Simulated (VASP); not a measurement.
Au: relaxation of cell and atoms with BLYP+D3(BJ)

Au:

```xyz
1
Lattice="-1.6573 1.6573 1.6573 1.6573 -1.6573 1.6573 1.6573 1.6573 -1.6573" Properties=species:S:1:pos:R:3 pbc="T T T"
Au    0.0000    0.0000    0.0000
```

```yaml
Program: VASP 6.6.1
Task: relaxation of cell and atoms
Functional: BLYP
Dispersion: D3(BJ)
Potentials_or_basis: VASP PAW PBE potentials, release 64 (Au)
Cutoff: 600 eV
k_mesh: 11 × 11 × 11
Occupations: fermi-dirac, width 0.05 eV
Spin: no spin polarisation
Dipole_correction: no
Further_INCAR_settings: ALGO = Normal; EDIFF = 1e-06; IBRION = 2; EDIFFG = -0.01; NSW = 60; ISIF = 3
```

- Relaxed volume: 17.80 Å³/atom
- Relaxed cell: a = 2.849 Å, b = 2.849 Å, c = 2.849 Å, α = 109.47°, β = 109.47°, γ = 109.47°
- Space group after relaxing (to 0.05 Å): Im-3m (No. 229)
- Energy gained by relaxing: 4.0 meV/atom
- Ionic steps: 3
- Pressure after relaxing: 0.0 GPa
- Dispersion energy per atom: -1.467 eV

Step by step:
```csv
step,energy change (eV),largest force (eV/Å),pressure (GPa),volume (Å³)
1,0.0000,0.0000,-3.09,18.21
2,0.0027,0.0000,4.47,17.30
3,-0.0040,0.0000,-0.02,17.80
```

Final structure:
```yaml
crystal:
  lattice:
    - [-1.64483, 1.64483, 1.64483]
    - [1.64483, -1.64483, 1.64483]
    - [1.64483, 1.64483, -1.64483]
  atoms:
    - { symbol: Au, position: [0.00000, 0.00000, 0.00000] }
```

Levels at points of the mesh, in eV from the Fermi level:
```csv
k point,band 2,band 3,band 4,band 5,band 6,band 7,band 8,band 9
"(0.00, 0.00, 0.00)",-4.60,-4.60,-4.60,-2.78,-2.78,16.82,16.82,16.82
```

Run time: 26 s on 1 thread of Intel Xeon 6975P-C, with other jobs on the host, peak memory 0.16 GiB.

Caveat: the PAW data sets were made with another functional, which shifts forces and pressure a little; spin-orbit coupling is left out, which moves the levels of the heavy elements; pairwise dispersion overbinds metals, which lowers pressure and volume.
